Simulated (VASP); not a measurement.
Wanted: the native input for a VASP 6.6.1 run.

| Property | Result |
| --- | --- |
| Task | single point |
| Functional | PBEsol |
| Potentials or basis | VASP PAW PBE potentials, release 64 (Al, Cu) |
| Cutoff | 520 eV |
| k mesh | 6 × 6 × 8 |
| Occupations | gaussian, width 0.1 eV |
| Spin | no spin polarisation |
| Dipole correction | no |
| Further INCAR settings | ALGO = Fast; EDIFF = 1e-06; NBANDS = 46 |

The structure of Al2Cu lies in POSCAR:

```
Al2Cu
1.0
    5.9832205368      0.0000000000      0.0000000000
    0.0000000000      5.9832205368      0.0000000000
    0.0000000000      0.0000000000      4.8769885794
Al Cu
8 4
Direct
    0.1595870221      0.3404129779      0.0000000000
    0.1595870221      0.6595870221      0.5000000000
    0.8404129779      0.3404129779      0.5000000000
    0.8404129779      0.6595870221      0.0000000000
    0.6595870221      0.8404129779      0.5000000000
    0.6595870221      0.1595870221      0.0000000000
    0.3404129779      0.8404129779      0.0000000000
    0.3404129779      0.1595870221      0.5000000000
    0.0000000000      0.0000000000      0.7500000000
    0.0000000000      0.0000000000      0.2500000000
    0.5000000000      0.5000000000      0.2500000000
    0.5000000000      0.5000000000      0.7500000000
```

This cell differs from its parent crystal: uniaxial strain along c: +1.0 %, then relaxed in part.

The input as run:

INCAR

```
SYSTEM = Al2Cu
PREC = Accurate
ENCUT = 520
EDIFF = 1E-6
ISMEAR = 0
SIGMA = 0.1
LREAL = .FALSE.
LASPH = .TRUE.
NELM = 100
ALGO = Fast
ISIF = 2
LWAVE = .FALSE.
LCHARG = .TRUE.
GGA = PS
LELF = .TRUE.
LVHAR = .TRUE.
NBANDS = 46
```

KPOINTS

```
regular mesh
0
G
  6 6 8
  0 0 0
```

Potentials or basis: VASP PAW PBE potentials, release 64 (Al, Cu).

Run with:

```console
$ cat potpaw_PBE.64/Al/POTCAR potpaw_PBE.64/Cu/POTCAR > POTCAR
$ mpirun -np 1 vasp_std > vasp.out
```

It gave:

```yaml
Pressure: -0.2 GPa
Largest_force: 0.006 eV/Å
Band_gap_on_the_k_mesh: zero (bands 34 and 35 overlap by 1.93 eV)
```

Caveat: the cell differs from its parent crystal (uniaxial strain along c: +1.0 %, then relaxed in part); the PAW data sets were made with another functional, which shifts forces and pressure a little.

Wall time 7.8 min on 1 thread of Intel(R) Xeon(R) Platinum 8488C (Sapphire Rapids) (shared host), peak memory 0.45 GiB.
